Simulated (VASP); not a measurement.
BN (hexagonal boron nitride):

```xyz
4
Lattice="2.5040 0.0000 0.0000 -1.2520 2.1685 0.0000 0.0000 0.0000 6.6610" Properties=species:S:1:pos:R:3 pbc="T T T"
B     0.0000    1.4457    1.6652
B     1.2520    0.7228    4.9957
N     1.2520    0.7228    1.6652
N     0.0000    1.4457    4.9957
```

| Item | Value |
| --- | --- |
| Program | VASP 6.6.1 |
| Task | relaxation of cell and atoms |
| Functional | PBE |
| Potentials or basis | VASP PAW PBE potentials, release 64 (B, N) |
| Cutoff | 600 eV |
| k mesh | 12 × 12 × 4 |
| Occupations | gaussian, width 0.01 eV |
| Spin | no spin polarisation |

At the start: pressure 3.2 GPa; volume 9.04 Å³/atom.

**Question.** Where does the relaxation end?

**Answer.** Over 24 steps the energy falls by 9.8 meV/atom and the volume is 10.45 Å³/atom (+15.6 %); space group P6_3/mmc (No. 194, to 0.05 Å).

Step by step:
```tsv
step	energy change (eV)	largest force (eV/Å)	pressure (GPa)	volume (Å³)
1	0.0000	0.0000	3.23	36.17
2	0.0029	0.0000	-3.52	37.13
3	-0.0042	0.0000	0.21	36.58
4	-0.0083	0.0000	0.19	36.86
5	-0.0186	0.0000	0.23	37.67
6	-0.0320	0.0000	0.35	39.30
7	-0.0382	0.0000	0.62	42.54
8	-0.0390	0.0000	0.55	41.62
9	-0.0198	0.0000	-5.32	43.07
10	-0.0392	0.0000	-0.01	41.75
11	-0.0392	0.0000	-0.01	41.75
12	-0.0343	0.0000	-2.74	42.41
13	-0.0392	0.0000	-0.02	41.76
14	-0.0392	0.0000	0.37	41.73
15	-0.0392	0.0000	0.03	41.75
16	-0.0392	0.0000	0.02	41.75
17	-0.0392	0.0000	0.01	41.77
18	-0.0392	0.0000	-0.09	41.84
19	-0.0392	0.0000	-0.07	41.83
20	-0.0392	0.0000	-0.03	41.80
21	-0.0392	0.0000	-0.04	41.82
22	-0.0392	0.0000	-0.06	41.82
23	-0.0392	0.0000	0.03	41.81
24	-0.0392	0.0000	0.01	41.82
```

Final structure:
```
B N
1.0
     2.51222    0.00000    0.00000
    -1.25611    2.17565    0.00000
     0.00000    0.00000    7.65049
B N
2 2
Direct
  0.33333 0.66667 0.25000
  0.66667 0.33333 0.75000
  0.66667 0.33333 0.25000
  0.33333 0.66667 0.75000
```

Caveat: the volume moved by over 15 % at a fixed basis, so the end points are rough; this functional lacks dispersion, which binds the layers, so the pressure and a relaxed spacing across them are unreliable.
